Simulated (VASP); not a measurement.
# ZnO (P6_3mc) in VASP: single point with PBEsol

Aim: the single point of ZnO with PBEsol.

All numbers are computed with VASP 6.6.1; they aren't measurements. Logs are shortened: lines on timing, memory, paths and dates and some standing lists are left out, and cuts for length are marked.

## Step 1: The cell of the first run

The structure is hexagonal, space group P6_3mc (No. 186). The conventional cell has a = 3.150 Å, b = 3.150 Å, c = 5.085 Å, α = 90.00°, β = 90.00°, γ = 120.00°. Within 2.5 Å of Zn (site symmetry 3m) lie 4 O at 1.92 to 1.93 Å. Within 2.5 Å of O (site symmetry 3m) lie 4 Zn at 1.92 to 1.93 Å.

## Step 2: Single point, PBEsol

Input file INCAR:

```
  PREC = Accurate
  ENCUT = 520
  EDIFF = 1E-7
  ISMEAR = 0
  SIGMA = 0.05
  LREAL = F
  LASPH = T
  NELM = 80
  ALGO = Normal
  ISIF = 2
  LWAVE = F
  LCHARG = T
  GGA = PS
  LELF = T
  LVHAR = T
  NBANDS = 26
```

Input file KPOINTS:

```
regular mesh
0
Gamma
  9 9 6
```

Input file POSCAR:

```
ZnO
1.0
    3.1501585339      0.0000000000      0.0000000000
   -1.5750792669      2.7281173164      0.0000000000
    0.0000000000      0.0000000000      5.0849839303
Zn O
2 2
Direct
    0.3333333333      0.6666666667      0.0015754465
    0.6666666667      0.3333333333      0.5015754465
    0.3333333333      0.6666666667      0.3805245535
    0.6666666667      0.3333333333      0.8805245535
```

Potentials or basis: VASP PAW PBE potentials, release 64 (Zn, O).

Started as:

```console
$ cat potpaw_PBE.64/Zn/POTCAR potpaw_PBE.64/O/POTCAR > POTCAR
$ mpirun -np 1 vasp_std > vasp.out
```

OUTCAR:

```text
PREC = Accurate
   ENCUT = 520
   EDIFF = 1E-7
   ISMEAR = 0
   LREAL = F
   LASPH = T
   NELM = 80
   ISIF = 2
   GGA = PS

 ion  position               nearest neighbor table
   1  0.333  0.667  0.002-   4 1.92   4 1.92   4 1.92   3 1.93
   2  0.667  0.333  0.502-   3 1.92   3 1.92   3 1.92   4 1.93
   3  0.333  0.667  0.381-   2 1.92   2 1.92   2 1.92   1 1.93
   4  0.667  0.333  0.881-   1 1.92   1 1.92   1 1.92   2 1.93

  LATTYP: Found a hexagonal cell.
 ALAT       =     3.1501585339
 C/A-ratio  =     1.6141993730

  Lattice vectors:

 A1 = (   3.1501585339,   0.0000000000,   0.0000000000)
 A2 = (  -1.5750792669,   2.7281173164,   0.0000000000)
 A3 = (   0.0000000000,   0.0000000000,   5.0849839303)

Analysis of symmetry for initial positions (statically):
=====================================================================
 Subroutine PRICEL returns:
 Original cell was already a primitive cell.

 Routine SETGRP: Setting up the symmetry group for a
 hexagonal supercell.

 Subroutine GETGRP returns: Found 12 space group operations
 (whereof  6 operations were pure point group operations)
 out of a pool of 24 trial point group operations.

The static configuration has the point symmetry C_3v.
 The point group associated with its full space group is C_6v.

Analysis of symmetry for dynamics (positions and initial velocities):
=====================================================================
 Subroutine PRICEL returns:
 Original cell was already a primitive cell.

 Routine SETGRP: Setting up the symmetry group for a
 hexagonal supercell.

 Subroutine GETGRP returns: Found 12 space group operations
 (whereof  6 operations were pure point group operations)
 out of a pool of 24 trial point group operations.

The dynamic configuration has the point symmetry C_3v.
 The point group associated with its full space group is C_6v.

 Subroutine INISYM returns: Found 12 space group operations
 (whereof  6 operations are pure point group operations),
 and found     1 'primitive' translations

----------------------------------------------------------------------------------------

                                     Primitive cell

  volume of cell :      43.7004

  direct lattice vectors                    reciprocal lattice vectors
     3.150158534  0.000000000  0.000000000     0.317444341  0.183276576  0.000000000
    -1.575079267  2.728117316  0.000000000     0.000000000  0.366553152  0.000000000
     0.000000000  0.000000000  5.084983930     0.000000000  0.000000000  0.196657455

  length of vectors
     3.150158534  3.150158534  5.084983930     0.366553152  0.366553152  0.196657455

  position of ions in fractional coordinates (direct lattice)
     0.333333333  0.666666667  0.001575446
     0.666666667  0.333333333  0.501575446
     0.333333333  0.666666667  0.380524554
     0.666666667  0.333333333  0.880524554

  ion indices of the primitive-cell ions
   primitive index   ion index
                 1           1
                 2           2
                 3           3
                 4           4

----------------------------------------------------------------------------------------

 KPOINTS: regular mesh

Automatic generation of k-mesh.
 Grid dimensions read from file:
 generate k-points for:    9    9    6

 Generating k-lattice:

  Cartesian coordinates                     Fractional coordinates (reciprocal lattice)
     0.035271593  0.020364064  0.000000000     0.111111111  0.000000000  0.000000000
     0.000000000  0.040728128  0.000000000     0.000000000  0.111111111  0.000000000
     0.000000000  0.000000000  0.032776243     0.000000000  0.000000000  0.166666667

  Length of vectors
     0.040728128  0.040728128  0.032776243

  Shift w.r.t. Gamma in fractional coordinates (k-lattice)
     0.000000000  0.000000000  0.000000000

 Subroutine IBZKPT returns following result:
 ===========================================

 Found     48 irreducible k-points:

 Following reciprocal coordinates:
            Coordinates               Weight
  0.000000  0.000000  0.000000      1.000000
  0.111111  0.000000  0.000000      6.000000
  0.222222  0.000000  0.000000      6.000000
  0.333333  0.000000  0.000000      6.000000
  0.444444  0.000000  0.000000      6.000000
  0.111111  0.111111  0.000000      6.000000
[... 16 lines left out ...]
  0.333333  0.222222  0.166667     24.000000
  0.333333  0.333333  0.166667      4.000000
 [... further k-points ...]
   k-points           NKPTS =     48   k-points in BZ     NKDIM =     48   number of bands    NBANDS=     26
   number of dos      NEDOS =    301   number of ions     NIONS =      4
   total plane-waves  NPLWV =  23040
   dimension x,y,z NGX =    24 NGY =   24 NGZ =   40
   dimension x,y,z NGXF=    48 NGYF=   48 NGZF=   80
   ions per type =               2   2
   NGX,Y,Z   is equivalent  to a cutoff of  12.67, 12.67, 13.08 a.u.
   NGXF,Y,Z  is equivalent  to a cutoff of  25.33, 25.33, 26.15 a.u.
 SYSTEM =  unknown system
   PREC   = accura    normal or accurate (medium, high low for compatibility)
   ISTART =      0    job   : 0-new  1-cont  2-samecut
   ICHARG =      2    charge: 1-file 2-atom 10-const
   ISPIN  =      1    spin polarized calculation?
   LNONCOLLINEAR =      F non collinear calculations
   LSORBIT =      F    spin-orbit coupling
   LASPH  =      T    aspherical Exc in radial PAW
   ENCUT  =  520.0 eV  38.22 Ry    6.18 a.u.   5.86  5.86  9.45*2*pi/ulx,y,z
   NELM   =     80;   NELMIN=  2; NELMDL= -5     # of ELM steps
   EDIFF  = 0.1E-06   stopping-criterion for ELM
   LREAL  =      F    real-space projection
   EDIFFG = 0.1E-05   stopping-criterion for IOM
   NSW    =      0    number of steps for IOM
   IBRION =     -1    ionic relax: 0-MD 1-quasi-New 2-CG
   NFREE  =      0    steps in history (QN), initial steepest desc. (CG)
   ISIF   =      2    stress and relaxation
   ISYM   =      2    0-nonsym 1-usesym 2-fastsym
   POTIM  = 0.5000    time-step for ionic-motion
   TEBEG  =    0.0;   TEEND  =   0.0 temperature during run
   PSTRESS=    0.0 pullay stress
   NELECT =      36.0000    total number of electrons
   NUPDOWN=      -1.0000    fix difference up-down
   EMIN   =  10.00;   EMAX   =-10.00  energy-range for DOS
   EFERMI =   0.00;   METHOD = LEGACY
   ISMEAR =     0;   SIGMA  =   0.05  broadening in eV -4-tet -1-fermi 0-gaus
   EFERMI_NEDOS =   21; number of points for ismear=-14 and -15
   IALGO  =     38    algorithm
   IMIX   =      4    mixing-type and parameters
     AMIX     =   0.40;   BMIX     =  1.00
     AMIX_MAG =   1.60;   BMIX_MAG =  1.00
  volume/ion in A,a.u.               =      10.93        73.73
  Fermi-wavevector in a.u.,A,eV,Ry     =   1.534666  2.900099 32.044455  2.355201
  Thomas-Fermi vector in A             =   2.641562
   LORBIT       =      0    0 simple, 1 ext, 2 COOP (PROOUT), +10 PAW based schemes
   GGA     = PS    functional components
   LHFCALC =     F    Hartree Fock is set to
   AEXX    =    0.0000 exact exchange contribution
   IVDW    =     0    specifies the selected vdW correction
   LEPSILON=     F    determine dielectric tensor
   LRPA    =     F    only Hartree local field effects (RPA)
 non-spin polarized calculation
 Gauss-broadening in eV      SIGMA  =   0.05
  energy-cutoff  :      520.00
  volume of cell :       43.70
 maximum number of plane-waves:      1194
 NGX is ok and might be reduce to    24
   NGX = 11   NGY = 11   NGZ = 19

 number of electron      35.9999957 magnetization

 Free energy of the ion-electron system (eV)
  ---------------------------------------------------
  ext. energy  EPLUGINS =         0.00000000
  ---------------------------------------------------
  free energy    TOTEN  =       -19.25326827 eV

  energy without entropy =      -19.25326827  energy(sigma->0) =      -19.25326827

 E-fermi :   2.1214     XC(G=0): -11.6528

 val. band max:        1.8768364075   @ k =   0.0000   0.0000   0.0000
 cond. band min:       2.6732811973   @ k =   0.0000   0.0000   0.0000
 fundamental gap:      0.7964447898
 Fermi energy:         2.1213760599

 k-point     1 :       0.0000    0.0000    0.0000
  band No.  band energies     occupation
      1     -16.9150      2.00000
      2     -16.0331      2.00000
      3      -4.5691      2.00000
      4      -4.3167      2.00000
      5      -4.3167      2.00000
      6      -4.2635      2.00000
[... 18 lines left out ...]
     25      16.4989      0.00000
     26      16.4990      0.00000

 k-point     2 :       0.1111    0.0000    0.0000
  band No.  band energies     occupation
      1     -16.8330      2.00000
      2     -15.9965      2.00000
      3      -4.4839      2.00000
      4      -4.3862      2.00000
      5      -4.2721      2.00000
      6      -4.2181      2.00000
[... 18 lines left out ...]
     25      16.4523      0.00000
     26      16.6755      0.00000

 k-point     3 :       0.2222    0.0000    0.0000
  band No.  band energies     occupation
      1     -16.6136      2.00000
      2     -15.9085      2.00000
      3      -4.6469      2.00000
      4      -4.2616      2.00000
      5      -4.1674      2.00000
      6      -4.1234      2.00000
[... 18 lines left out ...]
     25      15.5838      0.00000
     26      16.6173      0.00000

 k-point     4 :       0.3333    0.0000    0.0000
  band No.  band energies     occupation
      1     -16.3331      2.00000
      2     -15.8257      2.00000
      3      -4.7788      2.00000
      4      -4.3583      2.00000
      5      -4.0719      2.00000
      6      -3.9084      2.00000
[... 18 lines left out ...]
     25      15.6327      0.00000
     26      16.4717      0.00000
[... 496 lines left out ...]
      1     -16.1687      2.00000
      2     -15.8257      2.00000
      3      -4.6085      2.00000
      4      -4.4831      2.00000
      5      -4.0073      2.00000
      6      -3.9840      2.00000
[... 18 lines left out ...]
     25      14.0132      0.00000
     26      17.4536      0.00000

 k-point    23 :       0.3333    0.2222    0.1667
  band No.  band energies     occupation
      1     -15.9867      2.00000
      2     -15.8183      2.00000
      3      -4.5029      2.00000
      4      -4.3286      2.00000
      5      -4.0736      2.00000
      6      -3.8713      2.00000
[... 18 lines left out ...]
     25      14.8225      0.00000
     26      16.6096      0.00000

 k-point    24 :       0.3333    0.3333    0.1667
  band No.  band energies     occupation
      1     -15.8704      2.00000
      2     -15.8704      2.00000
      3      -4.3919      2.00000
      4      -4.1214      2.00000
      5      -4.1214      2.00000
      6      -3.8248      2.00000
[... 18 lines left out ...]
     25      15.4152      0.00000
     26      16.9633      0.00000

 [... further k-points ...]
[... 5 lines left out ...]
  --------------------------------------------------------------------------------------
  -------------------------------------------------------------------------------------
  Total        3.9057146      3.9057146      3.8890118      0.0000000      0.0000000      0.0000000
  in kB      143.1944038    143.1944038    142.5820332      0.0000000      0.0000000      0.0000000
  external PRESSURE =     142.9902803 kB  Pullay stress =       0.0000000 kB

 VOLUME and BASIS-vectors are now :
 -----------------------------------------------------------------------------
  energy-cutoff  :      520.00
  volume of cell :       43.70
      direct lattice vectors                 reciprocal lattice vectors
     3.150158534  0.000000000  0.000000000     0.317444341  0.183276576  0.000000000
    -1.575079267  2.728117316  0.000000000     0.000000000  0.366553152  0.000000000
     0.000000000  0.000000000  5.084983930     0.000000000  0.000000000  0.196657455

 POSITION                                       TOTAL-FORCE (eV/Angst)
 -----------------------------------------------------------------------------------
     -0.00000      1.81874      0.00801        -0.000000     -0.000000      0.006801
      1.57508      0.90937      2.55050        -0.000000      0.000000      0.006801
     -0.00000      1.81874      1.93496        -0.000000      0.000000     -0.006801
      1.57508      0.90937      4.47745         0.000000     -0.000000     -0.006801
 -----------------------------------------------------------------------------------
    total drift:                                0.000000      0.000001      0.000441

  FREE ENERGIE OF THE ION-ELECTRON SYSTEM (eV)
  ---------------------------------------------------
  free  energy   TOTEN  =       -19.2532682729 eV

  energy  without entropy=      -19.2532682729  energy(sigma->0) =      -19.25326827
```

Wall time 50 s (1 thread of Intel Xeon 6975P-C (Granite Rapids), shared host); peak memory 0.18 GiB.

What came out:

```
Free energy            : -19.2533 eV
Pressure               : 14.3 GPa
Largest force          : 0.007 eV/Å
Band gap on the k mesh : 0.80 eV, direct
```

Forces in eV/Å, atoms in the order of the input:
```
Zn   0.000  0.000  0.007
Zn   0.000  0.000  0.007
O    0.000  0.000 -0.007
O    0.000  0.000 -0.007
```

Levels at points of the mesh, in eV from the valence-band top:
| k point | band 14 | band 15 | band 16 | band 17 | band 18 | band 19 | band 20 | band 21 | band 22 | band 23 |
| --- | --- | --- | --- | --- | --- | --- | --- | --- | --- | --- |
| (0.00, 0.00, 0.00) | -0.90 | -0.90 | -0.12 | 0.00 | 0.00 | 0.80 | 5.43 | 8.35 | 13.21 | 13.21 |
| (0.00, 0.00, 0.50) | -2.33 | -0.45 | -0.45 | -0.45 | -0.45 | 3.55 | 3.55 | 10.25 | 10.25 | 13.50 |

Caveat: the PAW data sets were made with another functional, which shifts forces and pressure a little.
